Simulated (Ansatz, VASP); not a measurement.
Te: VASP beside Ansatz

```
CELL_PARAMETERS angstrom
0.00000 2.33854 6.08702
2.08129 0.00000 6.08702
2.08129 2.33854 0.00000
ATOMIC_POSITIONS crystal
Te 0.12475 0.12475 0.87525
Te 0.87525 0.87525 0.12475
```

Alike in both runs: functional PBEsol; k mesh 18 × 18 × 18; occupations gaussian, width 0.1 eV; no spin polarisation.

Ansatz relaxed the structure, and its values are those at the end. VASP's run is a single point on that final structure, the one shown.

|  | VASP | Ansatz |
| --- | --- | --- |
| version | VASP 6.6.1 | Ansatz 0.2.0 |
| potentials or method | VASP PAW PBE potentials, release 64 (Te), cutoff 520 eV | scalar-relativistic, plane waves, PAW |
| valence electrons in the cell | 12 | 32 |

```tsv
	VASP	Ansatz	Ansatz less VASP
gap on the k mesh at the Fermi level (eV)	none	none	-
pressure (GPa)	0.0	0.0	-0.04
rms of the force components (eV/Å)	0.006	0.000	-0.0061
```

VASP's potentials were made for PBE, not for PBEsol. A gap of «none» marks a metal or a gap that the smearing closes. The functional is the same, so the differences come from potentials, cutoffs and numerics. VASP's potentials hold 12 valence electrons a cell and Ansatz's 32, so a difference there can come from the potentials and not from the codes.

Spin-orbit coupling is off throughout.
